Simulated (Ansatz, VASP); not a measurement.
**Mg2Ti3O3: VASP beside Ansatz**

```
Mg Ti O
1.0
     3.24048    0.00000    0.00000
     0.00000    3.24048    0.00000
     0.00000    0.00000    9.45583
Mg Ti O
2 3 3
Direct
  0.50000 0.50000 0.50000
  0.00000 0.00000 0.00000
  0.00000 0.00000 0.26645
  0.00000 0.00000 0.73355
  0.50000 0.50000 0.00000
  0.50000 0.50000 0.29119
  0.50000 0.50000 0.70881
  0.00000 0.00000 0.50000
```

Alike in both runs: functional PBE; k mesh 10 × 10 × 4; occupations gaussian, width 0.1 eV; no spin polarisation.

Ansatz relaxed the structure, and its values are those at the end. VASP's run is a single point on that final structure, the one shown.

```csv
,VASP,Ansatz
version,VASP 6.6.1,Ansatz 0.2.0
potentials or method,"VASP PAW PBE potentials, release 64 (Mg, Ti_sv, O), cutoff 520 eV","scalar-relativistic, plane waves, PAW"
valence electrons in the cell,58,74
```

|  | VASP | Ansatz | Ansatz less VASP |
| --- | --- | --- | --- |
| gap on the k mesh at the Fermi level (eV) | none | none | - |
| pressure (GPa) | 0.0 | 0.0 | -0.05 |

A gap of «none» marks a metal or a gap that the smearing closes. VASP's potentials hold 58 valence electrons a cell and Ansatz's 74, so a difference there can come from the potentials and not from the codes.
